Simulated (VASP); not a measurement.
Crystal: NaF.

```
Na F
1.0
     2.95026    0.00000    0.00000
    -1.47513    2.55500    0.00000
     0.00000    0.00000    4.80893
Na F
2 2
Direct
  0.00000 0.00000 0.00000
  0.00000 0.00000 0.50000
  0.33333 0.66667 0.25000
  0.66667 0.33333 0.75000
```

* Program: VASP 6.6.1
* Task: relaxation of cell and atoms
* Functional: PBEsol
* Potentials or basis: VASP PAW PBE potentials, release 64 (Na_pv, F)
* Cutoff: 600 eV
* k mesh: 9 × 9 × 4
* Occupations: fermi-dirac, width 0.03 eV
* Spin: no spin polarisation

At the start: pressure 33.2 GPa; volume 9.06 Å³/atom.

Problem. How do energy, volume and symmetry change on relaxing?

Solution. Over 7 steps the energy falls by 273.5 meV/atom and the volume is 12.31 Å³/atom (+35.8 %); space group P6_3/mmc (No. 194, to 0.05 Å).

The path:
| step | energy change (eV) | largest force (eV/Å) | pressure (GPa) | volume (Å³) |
| --- | --- | --- | --- | --- |
| 1 | 0.0000 | 0.0000 | 33.17 | 36.25 |
| 2 | -1.0530 | 0.0000 | 3.23 | 47.00 |
| 3 | -1.0624 | 0.0000 | -2.70 | 51.99 |
| 4 | -1.0814 | 0.0000 | -0.35 | 49.76 |
| 5 | -1.0813 | 0.0000 | 0.05 | 49.46 |
| 6 | -1.0893 | 0.0000 | 0.03 | 49.38 |
| 7 | -1.0940 | 0.0000 | 0.04 | 49.24 |

Final structure:
```
CELL_PARAMETERS angstrom
3.19563 0.00000 0.00000
-1.59782 2.76750 0.00000
0.00000 0.00000 5.56778
ATOMIC_POSITIONS crystal
Na 0.00000 0.00000 0.00000
Na 0.00000 0.00000 0.50000
F 0.33333 0.66667 0.25000
F 0.66667 0.33333 0.75000
```

Caveat: the volume moved by over 15 % at a fixed basis, so the end points are rough; the PAW data sets were made with another functional, which shifts forces and pressure a little.
